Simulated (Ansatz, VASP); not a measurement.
## ZrB: VASP beside Ansatz

```
Zr B
1.0
     0.00000    2.40632    2.40632
     2.40632    0.00000    2.40632
     2.40632    2.40632    0.00000
Zr B
1 1
Direct
  0.50000 0.50000 0.50000
  0.00000 0.00000 0.00000
```

Alike in both runs: task single point; functional PBE; k mesh 12 × 12 × 12; occupations gaussian, width 0.05 eV; no spin polarisation.

|  | VASP | Ansatz |
| --- | --- | --- |
| version | VASP 6.6.1 | Ansatz 0.2.0 |
| potentials or method | VASP PAW PBE potentials, release 64 (Zr_sv, B), cutoff 520 eV | scalar-relativistic, plane waves, PAW |
| valence electrons in the cell | 15 | 15 |

|  | VASP | Ansatz | Ansatz less VASP |
| --- | --- | --- | --- |
| gap on the k mesh at the Fermi level (eV) | none | none | - |
| pressure (GPa) | 10.3 | 10.2 | -0.13 |

A gap of «none» marks a metal or a gap that the smearing closes. The functional is the same, so the differences come from potentials, cutoffs and numerics.
